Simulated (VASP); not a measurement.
# LiH (P4/mmm) in VASP: notebook

LiH is run at these levels: r2SCAN, HSE06; tasks: single point.

All numbers are computed with VASP 6.6.1; they aren't measurements. Logs are shortened: lines on timing, memory, paths and dates and some standing lists are left out, and cuts for length are marked.

### 1 The cell of the first run

The structure is tetragonal, space group P4/mmm (No. 123). The conventional cell has a = 2.537 Å, b = 2.537 Å, c = 2.502 Å, α = 90.00°, β = 90.00°, γ = 90.00°. Within 2.9 Å of Li (site symmetry 4/mmm) lie 8 H at 2.19 Å and 6 Li at 2.50 to 2.54 Å. Within 2.9 Å of H (site symmetry 4/mmm) lie 8 Li at 2.19 Å and 6 H at 2.50 to 2.54 Å.

### 2 Single point, r2SCAN (biaxial xy strain +1.4%)

Input file POSCAR:

```
LiH
1.0
    2.5374324314      0.0000000000      0.0000000000
    0.0000000000      2.5374324314      0.0000000000
    0.0000000000      0.0000000000      2.5016587118
Li H
1 1
Direct
    0.0000000000      0.0000000000      0.0000000000
    0.5000000000      0.5000000000      0.5000000000
```

Input file INCAR.step1:

```
ALGO = Normal ; EDIFF = 1E-4
ENCUT = 520 ; GGA = PE
ISMEAR = 0 ; LASPH = True
LCHARG = False ; LREAL = False
LWAVE = True ; NBANDS = 9
NELM = 100 ; PREC = Accurate
SIGMA = 0.01
```

Input file INCAR.step2:

```
ALGO = Normal ; EDIFF = 1E-6
ENCUT = 520 ; ISIF = 2
ISMEAR = 0 ; ISTART = 1
LASPH = True ; LCHARG = True
LELF = True ; LMIXTAU = True
LREAL = False ; LVHAR = True
LWAVE = False ; METAGGA = R2SCAN
NBANDS = 9 ; NELM = 100
PREC = Accurate ; SIGMA = 0.01
```

Input file KPOINTS:

```
k-points
0
Gamma
  10 10 10
```

Potentials or basis: VASP PAW PBE potentials, release 64 (Li_sv, H).

On the command line:

```bash
> cat potpaw_PBE.64/Li_sv/POTCAR potpaw_PBE.64/H/POTCAR > POTCAR
> cp INCAR.step1 INCAR
> mpirun -np 1 vasp_std > vasp.out
> cp INCAR.step2 INCAR
> mpirun -np 1 vasp_std > vasp.out
```

OUTCAR:

```text
EDIFF = 1E-6
   ENCUT = 520
   ISIF = 2
   ISMEAR = 0
   ISTART = 1
   LASPH = True
   LREAL = False
   METAGGA = R2SCAN
   NELM = 100
   PREC = Accurate

 ion  position               nearest neighbor table
   1  0.000  0.000  0.000-
   2  0.500  0.500  0.500-

  LATTYP: Found a simple tetragonal cell.
 ALAT       =     2.5374324314
 C/A-ratio  =     0.9859016070

  Lattice vectors:

 A1 = (   2.5374324314,   0.0000000000,   0.0000000000)
 A2 = (   0.0000000000,   2.5374324314,   0.0000000000)
 A3 = (   0.0000000000,   0.0000000000,   2.5016587118)

Analysis of symmetry for initial positions (statically):
=====================================================================
 Subroutine PRICEL returns:
 Original cell was already a primitive cell.

 Routine SETGRP: Setting up the symmetry group for a
 simple tetragonal supercell.

 Subroutine GETGRP returns: Found 16 space group operations
 (whereof 16 operations were pure point group operations)
 out of a pool of 16 trial point group operations.

The static configuration has the point symmetry D_4h.

Analysis of symmetry for dynamics (positions and initial velocities):
=====================================================================
 Subroutine PRICEL returns:
 Original cell was already a primitive cell.

 Routine SETGRP: Setting up the symmetry group for a
 simple tetragonal supercell.

 Subroutine GETGRP returns: Found 16 space group operations
 (whereof 16 operations were pure point group operations)
 out of a pool of 16 trial point group operations.

The dynamic configuration has the point symmetry D_4h.

 Subroutine INISYM returns: Found 16 space group operations
 (whereof 16 operations are pure point group operations),
 and found     1 'primitive' translations

----------------------------------------------------------------------------------------

                                     Primitive cell

  volume of cell :      16.1071

  direct lattice vectors                    reciprocal lattice vectors
     2.537432431  0.000000000  0.000000000     0.394099164  0.000000000  0.000000000
     0.000000000  2.537432431  0.000000000     0.000000000  0.394099164  0.000000000
     0.000000000  0.000000000  2.501658712     0.000000000  0.000000000  0.399734782

  length of vectors
     2.537432431  2.537432431  2.501658712     0.394099164  0.394099164  0.399734782

  position of ions in fractional coordinates (direct lattice)
     0.000000000  0.000000000  0.000000000
     0.500000000  0.500000000  0.500000000

  ion indices of the primitive-cell ions
   primitive index   ion index
                 1           1
                 2           2

----------------------------------------------------------------------------------------

 KPOINTS: k-points

Automatic generation of k-mesh.
 Grid dimensions read from file:
 generate k-points for:   10   10   10

 Generating k-lattice:

  Cartesian coordinates                     Fractional coordinates (reciprocal lattice)
     0.039409916  0.000000000  0.000000000     0.100000000  0.000000000  0.000000000
     0.000000000  0.039409916  0.000000000     0.000000000  0.100000000  0.000000000
     0.000000000  0.000000000  0.039973478     0.000000000  0.000000000  0.100000000

  Length of vectors
     0.039409916  0.039409916  0.039973478

  Shift w.r.t. Gamma in fractional coordinates (k-lattice)
     0.000000000  0.000000000  0.000000000

 Subroutine IBZKPT returns following result:
 ===========================================

 Found    126 irreducible k-points:

 Following reciprocal coordinates:
            Coordinates               Weight
  0.000000  0.000000  0.000000      1.000000
  0.100000  0.000000  0.000000      4.000000
  0.200000  0.000000  0.000000      4.000000
  0.300000  0.000000  0.000000      4.000000
  0.400000  0.000000  0.000000      4.000000
  0.500000  0.000000  0.000000      2.000000
[... 16 lines left out ...]
  0.100000  0.000000  0.100000      8.000000
  0.200000  0.000000  0.100000      8.000000
 [... further k-points ...]
   k-points           NKPTS =    126   k-points in BZ     NKDIM =    126   number of bands    NBANDS=      9
   number of dos      NEDOS =    301   number of ions     NIONS =      2
   total plane-waves  NPLWV =   8000
   dimension x,y,z NGX =    20 NGY =   20 NGZ =   20
   dimension x,y,z NGXF=    40 NGYF=   40 NGZF=   40
   ions per type =               1   1
   NGX,Y,Z   is equivalent  to a cutoff of  13.10, 13.10, 13.29 a.u.
   NGXF,Y,Z  is equivalent  to a cutoff of  26.21, 26.21, 26.58 a.u.
 SYSTEM =  unknown system
   PREC   = accura    normal or accurate (medium, high low for compatibility)
   ISTART =      1    job   : 0-new  1-cont  2-samecut
   ICHARG =      0    charge: 1-file 2-atom 10-const
   ISPIN  =      1    spin polarized calculation?
   LNONCOLLINEAR =      F non collinear calculations
   LSORBIT =      F    spin-orbit coupling
   LASPH  =      T    aspherical Exc in radial PAW
[... 27 lines left out ...]
   METAGGA = R2SCAN    functional components
   LHFCALC =     F    Hartree Fock is set to
   AEXX    =    0.0000 exact exchange contribution
   IVDW    =     0    specifies the selected vdW correction
   LEPSILON=     F    determine dielectric tensor
   LRPA    =     F    only Hartree local field effects (RPA)
 non-spin polarized calculation
 Gauss-broadening in eV      SIGMA  =   0.01
  energy-cutoff  :      520.00
  volume of cell :       16.11
 maximum number of plane-waves:       451
 NGX is ok and might be reduce to    20
   NGX =  9   NGY =  9   NGZ =  9

 number of electron       4.0000010 magnetization

 Free energy of the ion-electron system (eV)
  ---------------------------------------------------
  ext. energy  EPLUGINS =         0.00000000
  ---------------------------------------------------
  free energy    TOTEN  =        -6.33621204 eV

  energy without entropy =       -6.33621204  energy(sigma->0) =       -6.33621204

 E-fermi :   3.4815     XC(G=0):  -8.9261

 val. band max:        3.2677984958   @ k =   0.5000   0.5000   0.5000
 cond. band min:       4.5116665527   @ k =   0.5000   0.0000   0.0000
 fundamental gap:      1.2438680570
 Fermi energy:         3.4814604059

 k-point     1 :       0.0000    0.0000    0.0000
  band No.  band energies     occupation
      1     -46.4676      2.00000
      2      -5.6616      2.00000
      3      15.9239      0.00000
      4      15.9239      0.00000
      5      16.5603      0.00000
      6      16.9731      0.00000
      7      18.9490      0.00000
      8      19.3853      0.00000
      9      36.8561      0.00000

 k-point     2 :       0.1000    0.0000    0.0000
  band No.  band energies     occupation
      1     -46.4635      2.00000
      2      -5.5097      2.00000
      3      13.1035      0.00000
      4      16.1587      0.00000
      5      16.7934      0.00000
      6      17.1122      0.00000
      7      19.5210      0.00000
      8      22.0940      0.00000
      9      34.7838      0.00000

 k-point     3 :       0.2000    0.0000    0.0000
  band No.  band energies     occupation
      1     -46.4525      2.00000
      2      -5.0727      2.00000
      3       9.8412      0.00000
      4      16.7726      0.00000
      5      16.8609      0.00000
      6      17.4941      0.00000
      7      20.2395      0.00000
      8      26.8012      0.00000
      9      31.2640      0.00000

 k-point     4 :       0.3000    0.0000    0.0000
  band No.  band energies     occupation
      1     -46.4389      2.00000
      2      -4.4273      2.00000
      3       7.1352      0.00000
      4      16.3269      0.00000
      5      18.0136      0.00000
      6      18.6417      0.00000
      7      21.4356      0.00000
      8      27.8854      0.00000
      9      28.5095      0.00000
[... 205 lines left out ...]
 k-point    22 :       0.0000    0.0000    0.1000
  band No.  band energies     occupation
      1     -46.4628      2.00000
      2      -5.5016      2.00000
      3      13.6027      0.00000
      4      16.1662      0.00000
      5      16.1662      0.00000
      6      16.9579      0.00000
      7      19.1982      0.00000
      8      22.7222      0.00000
      9      35.0944      0.00000

 k-point    23 :       0.1000    0.0000    0.1000
  band No.  band energies     occupation
      1     -46.4587      2.00000
      2      -5.3465      2.00000
      3      13.0336      0.00000
      4      14.0138      0.00000
      5      16.4011      0.00000
      6      17.4044      0.00000
      7      21.5826      0.00000
      8      23.4236      0.00000
      9      33.2052      0.00000

 k-point    24 :       0.2000    0.0000    0.1000
  band No.  band energies     occupation
      1     -46.4479      2.00000
      2      -4.8996      2.00000
      3       9.9261      0.00000
      4      14.2647      0.00000
      5      17.1019      0.00000
      6      17.4090      0.00000
      7      23.0129      0.00000
      8      27.2284      0.00000
      9      29.9533      0.00000

 [... further k-points ...]

------------------------ aborting loop because EDIFF is reached ----------------------------------------

  FORCE on cell =-STRESS in cart. coord.  units (eV):
  Direction    XX          YY          ZZ          XY          YZ          ZX
  --------------------------------------------------------------------------------------
  -------------------------------------------------------------------------------------
  Total       -0.2503153     -0.2503153      0.0822058      0.0000000     -0.0000000      0.0000000
  in kB      -24.8989459    -24.8989459      8.1770407      0.0000000     -0.0000000      0.0000000
  external PRESSURE =     -13.8736170 kB  Pullay stress =       0.0000000 kB

 VOLUME and BASIS-vectors are now :
 -----------------------------------------------------------------------------
  energy-cutoff  :      520.00
  volume of cell :       16.11
      direct lattice vectors                 reciprocal lattice vectors
     2.537432431  0.000000000  0.000000000     0.394099164  0.000000000  0.000000000
     0.000000000  2.537432431  0.000000000     0.000000000  0.394099164  0.000000000
     0.000000000  0.000000000  2.501658712     0.000000000  0.000000000  0.399734782

 POSITION                                       TOTAL-FORCE (eV/Angst)
 -----------------------------------------------------------------------------------
      0.00000      0.00000      0.00000         0.000000      0.000000      0.000000
      1.26872      1.26872      1.25083         0.000000      0.000000      0.000000
 -----------------------------------------------------------------------------------
    total drift:                               -0.000000      0.000000      0.000000

  FREE ENERGIE OF THE ION-ELECTRON SYSTEM (eV)
  ---------------------------------------------------
  free  energy   TOTEN  =        -6.3362120379 eV

  energy  without entropy=       -6.3362120379  energy(sigma->0) =       -6.33621204
```

It took 24 s on 1 thread of Intel Xeon 6975P-C (Granite Rapids), shared host; peak memory 0.13 GiB.

Results:

| Item | Value |
| --- | --- |
| Free energy | -6.3362 eV |
| Band gap on the k mesh | 1.24 eV (least direct gap 4.81 eV) |

Caveat: the cell differs from its parent crystal (biaxial xy strain +1.4%); the cutoff is under 1.25 times the usual one of these potentials, so pressure, stress and relaxed cells hold a basis-set (Pulay) error; the PAW data sets were made with another functional, which shifts forces and pressure a little.

### 3 Single point, HSE06 (biaxial xy strain +1.4%)

POSCAR is that of step 2.

Input file INCAR.step1:

```
SYSTEM = LiH
ALGO = Normal
EDIFF = 1E-5
ENCUT = 520
GGA = PE
ISIF = 2
ISMEAR = 0
LASPH = .True.
LREAL = .False.
LWAVE = .True.
NBANDS = 9
NELM = 100
PREC = Accurate
SIGMA = 0.01
```

Input file INCAR.step2:

```
SYSTEM = LiH
ALGO = Normal
EDIFF = 1E-6
ENCUT = 520
GGA = PE
HFSCREEN = 0.2079
ISIF = 2
ISMEAR = 0
ISTART = 1
LASPH = .True.
LCHARG = .True.
LELF = .True.
LHFCALC = .True.
LREAL = .False.
LVHAR = .True.
LWAVE = .False.
NBANDS = 9
NELM = 100
PREC = Accurate
PRECFOCK = Normal
SIGMA = 0.01
```

Input file KPOINTS:

```
k-points
0
Gamma
  8 8 8
  0 0 0
```

Potentials or basis: VASP PAW PBE potentials, release 64 (Li_sv, H).

On the command line:

```bash
> cat potpaw_PBE.64/Li_sv/POTCAR potpaw_PBE.64/H/POTCAR > POTCAR
> cp INCAR.step1 INCAR
> mpirun -np 1 vasp_std > vasp.out
> cp INCAR.step2 INCAR
> mpirun -np 1 vasp_std > vasp.out
```

Run time: 4.1 min. Hardware: 1 thread of Intel Xeon 6975P-C (Granite Rapids), shared host; peak memory 0.24 GiB.

The run converged. Its results:

* Free energy: -6.2981 eV
* Band gap on the k mesh: 1.38 eV (least direct gap 5.19 eV)

Levels at points of the mesh, in eV from the valence-band top:
```
           k point  band 1  band 2  band 3  band 4  band 5  band 6  band 7
(0.00, 0.00, 0.00)  -51.41   -9.59   12.78   12.78   13.38   13.75   15.80
(0.50, 0.00, 0.00)  -51.36   -7.10    1.38   12.66   17.00   17.55   20.58
(0.50, 0.50, 0.00)  -51.32   -2.96    2.27    2.27    9.91   20.65   22.25
(0.00, 0.00, 0.50)  -51.35   -6.96    1.54   12.45   17.17   17.17   20.71
(0.50, 0.00, 0.50)  -51.31   -2.83    2.36    2.46   10.05   20.31   21.78
(0.50, 0.50, 0.50)  -51.27    0.00    7.31    7.45    7.45    9.63    9.63
```

Caveat: the cell differs from its parent crystal (biaxial xy strain +1.4%); the cutoff is under 1.25 times the usual one of these potentials, so pressure, stress and relaxed cells hold a basis-set (Pulay) error; the PAW data sets were made with another functional, which shifts forces and pressure a little. A k mesh can miss the band edges.

### 4 Single point, r2SCAN (epitaxial xy strain -0.5%)

Input file POSCAR:

```
LiH
1.0
    2.4889002523      0.0000000000      0.0000000000
    0.0000000000      2.4889002523      0.0000000000
    0.0000000000      0.0000000000      2.4967717452
Li H
1 1
Direct
    0.0000000000      0.0000000000      0.0000000000
    0.5000000000      0.5000000000      0.5000000000
```

Input file INCAR.step1:

```
SYSTEM = LiH
ALGO = Normal
EDIFF = 1E-4
ENCUT = 520
GGA = PE
ISMEAR = 0
LASPH = .TRUE.
LCHARG = .FALSE.
LREAL = .FALSE.
LWAVE = .TRUE.
NBANDS = 9
NELM = 100
PREC = Accurate
SIGMA = 0.01
```

Input file INCAR.step2:

```
SYSTEM = LiH
ALGO = Normal
EDIFF = 1E-7
ENCUT = 520
ISIF = 2
ISMEAR = 0
ISTART = 1
LASPH = .TRUE.
LCHARG = .FALSE.
LMIXTAU = .TRUE.
LREAL = .FALSE.
LWAVE = .FALSE.
METAGGA = R2SCAN
NBANDS = 9
NELM = 100
PREC = Accurate
SIGMA = 0.01
```

Input file KPOINTS:

```
k-points
0
G
  10 10 10
  0 0 0
```

On the command line:

```bash
> cat potpaw_PBE.64/Li_sv/POTCAR potpaw_PBE.64/H/POTCAR > POTCAR
> cp INCAR.step1 INCAR
> mpirun -np 1 vasp_std > vasp.out
> cp INCAR.step2 INCAR
> mpirun -np 1 vasp_std > vasp.out
```

Wall time 32 s (1 thread of Intel Xeon 6975P-C (Granite Rapids), shared host); peak memory 0.13 GiB.

It converged, with:

```yaml
Free_energy: -6.3393 eV
Band_gap_on_the_k_mesh: 1.27 eV (least direct gap 4.89 eV)
```

Levels at points of the mesh, in eV from the valence-band top:
```csv
k point,band 1,band 2,band 3,band 4,band 5,band 6,band 7
"(0.00, 0.00, 0.00)",-49.82,-9.21,13.01,13.16,13.16,14.21,16.11
"(0.50, 0.00, 0.00)",-49.76,-6.93,1.30,12.80,18.04,18.18,20.66
"(0.50, 0.50, 0.00)",-49.72,-2.88,2.02,2.02,10.57,21.87,22.15
"(0.00, 0.00, 0.50)",-49.77,-6.96,1.27,12.86,18.13,18.13,20.78
"(0.50, 0.00, 0.50)",-49.72,-2.91,1.97,2.00,10.54,21.95,22.26
"(0.50, 0.50, 0.50)",-49.68,0.00,7.52,7.52,7.55,9.11,9.12
```

Caveat: the cell differs from its parent crystal (epitaxial xy strain -0.5%); the cutoff is under 1.25 times the usual one of these potentials, so pressure, stress and relaxed cells hold a basis-set (Pulay) error; the PAW data sets were made with another functional, which shifts forces and pressure a little.

### 5 Single point, HSE06 (uniaxial z strain -5.7%)

Input file POSCAR:

```
LiH
1.0
    2.5016587118      0.0000000000      0.0000000000
    0.0000000000      2.5016587118      0.0000000000
    0.0000000000      0.0000000000      2.3583136676
Li H
1 1
Direct
    0.0000000000      0.0000000000      0.0000000000
    0.5000000000      0.5000000000      0.5000000000
```

Input file INCAR.step1:

```
SYSTEM = LiH
ALGO     = Normal         ! electronic algorithm
EDIFF    = 1E-5           ! SCF threshold, eV
ENCUT    = 520            ! plane-wave cutoff, eV
GGA      = PE             ! functional
ISIF     = 2              ! what is computed and relaxed
ISMEAR   = 0              ! smearing method
LASPH    = .True.         ! aspherical terms in the spheres
LREAL    = .False.        ! projectors in reciprocal space
LWAVE    = .True.         ! write WAVECAR
NBANDS   = 9              ! bands
NELM     = 100            ! most SCF steps
PREC     = Accurate       ! precision mode
SIGMA    = 0.01           ! smearing width, eV
```

Input file INCAR.step2:

```
SYSTEM = LiH
ALGO     = Normal         ! electronic algorithm
EDIFF    = 1E-7           ! SCF threshold, eV
ENCUT    = 520            ! plane-wave cutoff, eV
GGA      = PE             ! functional
HFSCREEN = 0.2079         ! screening, 1/A
ISIF     = 2              ! what is computed and relaxed
ISMEAR   = 0              ! smearing method
ISTART   = 1            
LASPH    = .True.         ! aspherical terms in the spheres
LCHARG   = .True.         ! write CHGCAR
LELF     = .True.         ! ELF
LHFCALC  = .True.         ! exact exchange
LREAL    = .False.        ! projectors in reciprocal space
LVHAR    = .True.       
LWAVE    = .False.        ! write WAVECAR
NBANDS   = 9              ! bands
NELM     = 100            ! most SCF steps
PREC     = Accurate       ! precision mode
PRECFOCK = Normal       
SIGMA    = 0.01           ! smearing width, eV
```

Input file KPOINTS:

```
k-points
0
Gamma
  8 8 8
  0 0 0
```

On the command line:

```bash
> cat potpaw_PBE.64/Li_sv/POTCAR potpaw_PBE.64/H/POTCAR > POTCAR
> cp INCAR.step1 INCAR
> mpirun -np 1 vasp_std > vasp.out
> cp INCAR.step2 INCAR
> mpirun -np 1 vasp_std > vasp.out
```

Run time: 2.4 min. Hardware: 1 thread of Intel Xeon 6975P-C (Granite Rapids), shared host; peak memory 0.23 GiB.

The run converged. Its results:

| Property | Result |
| --- | --- |
| Free energy | -6.2706 eV |
| Band gap on the k mesh | 1.16 eV (least direct gap 5.09 eV) |

Levels at points of the mesh, in eV from the valence-band top:
```
           k point  band 1  band 2  band 3  band 4  band 5  band 6  band 7
(0.00, 0.00, 0.00)  -51.66  -10.27   12.56   12.56   14.38   15.27   15.71
(0.50, 0.00, 0.00)  -51.60   -7.88    1.16   13.40   16.93   19.42   20.59
(0.50, 0.50, 0.00)  -51.55   -3.56    1.76    1.76   10.20   22.46   24.48
(0.00, 0.00, 0.50)  -51.57   -7.27    1.84   12.61   17.72   17.72   21.18
(0.50, 0.00, 0.50)  -51.52   -2.94    2.16    2.57   10.75   20.93   22.39
(0.50, 0.50, 0.50)  -51.48    0.00    7.13    7.74    7.74    9.80    9.80
```

Caveat: the cell differs from its parent crystal (uniaxial z strain -5.7%); the cutoff is under 1.25 times the usual one of these potentials, so pressure, stress and relaxed cells hold a basis-set (Pulay) error; the PAW data sets were made with another functional, which shifts forces and pressure a little. A k mesh can miss the band edges.

### 6 The runs side by side

| level | cell | k mesh | grid for exact exchange (PRECFOCK) | share of exact exchange | screening parameter | gap on the mesh (eV) |
| --- | --- | --- | --- | --- | --- | --- |
| r2SCAN | a = 2.537, b = 2.537, c = 2.502 Å, 2 atoms | 10 × 10 × 10 | - | - | - | 1.24 |
| HSE06 | a = 2.537, b = 2.537, c = 2.502 Å, 2 atoms | 8 × 8 × 8 | Normal | 0.25 | 0.2079 1/Å | 1.38 |
| r2SCAN | a = 2.489, b = 2.489, c = 2.497 Å, 2 atoms | 10 × 10 × 10 | - | - | - | 1.27 |
| HSE06 | a = 2.502, b = 2.502, c = 2.358 Å, 2 atoms | 8 × 8 × 8 | Normal | 0.25 | 0.2079 1/Å | 1.16 |

Alike in all rows: task single point; potentials or basis VASP PAW PBE potentials, release 64 (Li_sv, H); no spin polarisation; cutoff (eV) 520; smearing gaussian 0.01 eV.

Caveats: the cutoff is under 1.25 times the usual one of these potentials, so pressure, stress and relaxed cells hold a basis-set (Pulay) error; the PAW data sets were made with another functional, which shifts forces and pressure a little.

Total energies depend on the potentials used, so only differences within one code and one set of settings carry meaning.
